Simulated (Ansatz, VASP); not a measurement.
One calculation of SnTe, two programs

File INCAR:

```
ALGO     = Normal         # electronic algorithm
EDIFF    = 1E-6           # SCF threshold, eV
ENCUT    = 520            # plane-wave cutoff, eV
GGA      = PS             # functional
ISIF     = 2              # what is computed and relaxed
ISMEAR   = 0              # smearing method
LASPH    = True           # aspherical terms in the spheres
LCHARG   = False          # write CHGCAR
LREAL    = False          # projectors in reciprocal space
LWAVE    = False          # write WAVECAR
NBANDS   = 17             # bands
NELM     = 80             # most SCF steps
PREC     = Accurate       # precision mode
SIGMA    = 0.01           # smearing width, eV
```

File KPOINTS:

```
k-points
0
Gamma
  10 10 10
```

Contents of POSCAR:

```
SnTe
1.0
    0.0000000000      3.0128680534      3.0128680534
    3.0128680534      0.0000000000      3.0128680534
    3.0128680534      3.0128680534      0.0000000000
Sn Te
1 1
Direct
    0.0000000000      0.0000000000      0.0000000000
    0.5000000000      0.5000000000      0.5000000000
```

Input for Ansatz:

```yaml
crystal:
  lattice:
    - [0.0, 3.0128680534, 3.0128680534]
    - [3.0128680534, 0.0, 3.0128680534]
    - [3.0128680534, 3.0128680534, 0.0]
  atoms:
    - { symbol: Sn, position: [0.0, 0.0, 0.0] }
    - { symbol: Te, position: [0.5, 0.5, 0.5] }
basis:
  ecutwfc: 420
kpoints:
  mp_grid: { grid: [10, 10, 10] }
hamiltonian:
  xc: pbesol
scf:
  occupations: { method: gaussian, width: 0.01 }
output:
  forces: true
  stress: true
  eigenvalues: true
```

Alike in both runs: task single point; functional PBEsol; k mesh 10 × 10 × 10; occupations gaussian, width 0.01 eV; no spin polarisation.

```csv
,VASP,Ansatz
version,VASP 6.6.1,Ansatz 0.2.0
potentials or method,"VASP PAW PBE potentials, release 64 (Sn_d, Te), cutoff 520 eV","scalar-relativistic, plane waves, PAW"
valence electrons in the cell,20,30
```

|  | VASP | Ansatz | Ansatz less VASP |
| --- | --- | --- | --- |
| gap on the k mesh at the Fermi level (eV) | 0.24 | 0.25 | +0.008 |
| least direct gap on the mesh (eV) | 0.25 | 0.26 | +0.007 |
| pressure (GPa) | 8.0 | 8.0 | +0.01 |

VASP's potentials were made for PBE, not for PBEsol. VASP's potentials hold 20 valence electrons a cell and Ansatz's 30, so a difference there can come from the potentials and not from the codes.

Neither program's run includes spin-orbit coupling.
